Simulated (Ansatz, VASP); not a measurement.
**NaH in VASP and in Ansatz**

```
CELL_PARAMETERS angstrom
2.81480 0.00000 0.00000
0.00000 2.81480 0.00000
0.00000 0.00000 2.81480
ATOMIC_POSITIONS crystal
Na 0.00000 0.00000 0.00000
H 0.50000 0.50000 0.50000
```

Alike in both runs: task single point; functional LDA; k mesh 12 × 12 × 12; occupations gaussian, width 0.02 eV; no spin polarisation.

|  | VASP | Ansatz |
| --- | --- | --- |
| version | VASP 6.6.1 | Ansatz 0.2.0 |
| potentials or method | VASP PAW LDA potentials, release 64 (Na_pv, H), cutoff 520 eV | scalar-relativistic, plane waves, PAW |
| valence electrons in the cell | 8 | 10 |

```csv
,VASP,Ansatz,Ansatz less VASP
gap on the k mesh at the Fermi level (eV),0.55,0.55,+0.002
least direct gap on the mesh (eV),4.55,4.56,+0.004
pressure (GPa),1.9,1.9,+0.05
```

LDA's correlation is that of Perdew and Zunger in VASP and of Perdew and Wang (1992) in Ansatz. VASP's potentials hold 8 valence electrons a cell and Ansatz's 10, so a difference there can come from the potentials and not from the codes.
